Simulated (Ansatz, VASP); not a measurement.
One calculation of BaTiO3, two programs

```xyz
10
Lattice="8.1005 0.0000 0.0000 0.0000 4.0503 0.0000 0.0000 0.0000 4.0503" Properties=species:S:1:pos:R:3 pbc="T T T"
Ba    0.0000    0.0000    0.0000
Ba    4.0503    0.0000    0.0000
Ti    2.0251    2.0251    2.0251
Ti    6.0754    2.0251    2.0251
O     0.0000    2.0251    2.0251
O     4.0503    2.0251    2.0251
O     2.0251    0.0000    2.0251
O     6.0754    0.0000    2.0251
O     2.0251    2.0251    0.0000
O     6.0754    2.0251    0.0000
```

Alike in both runs: task single point; functional r2SCAN; k mesh 3 × 6 × 6; occupations gaussian, width 0.0689 eV; no spin polarisation.

```csv
,VASP,Ansatz
version,VASP 6.6.1,Ansatz 0.2.0
potentials or method,"VASP PAW PBE potentials, release 64 (Ba_sv, Ti_sv, O), cutoff 520 eV",PAW plane waves
valence electrons in the cell,80,80
```

```csv
,VASP,Ansatz,Ansatz less VASP
gap on the k mesh at the Fermi level (eV),2.05,2.07,+0.018
pressure (GPa),-5.2,-6.9,-1.71
```

VASP's potentials were made for PBE, not for r2SCAN.

Spin-orbit coupling is off throughout.
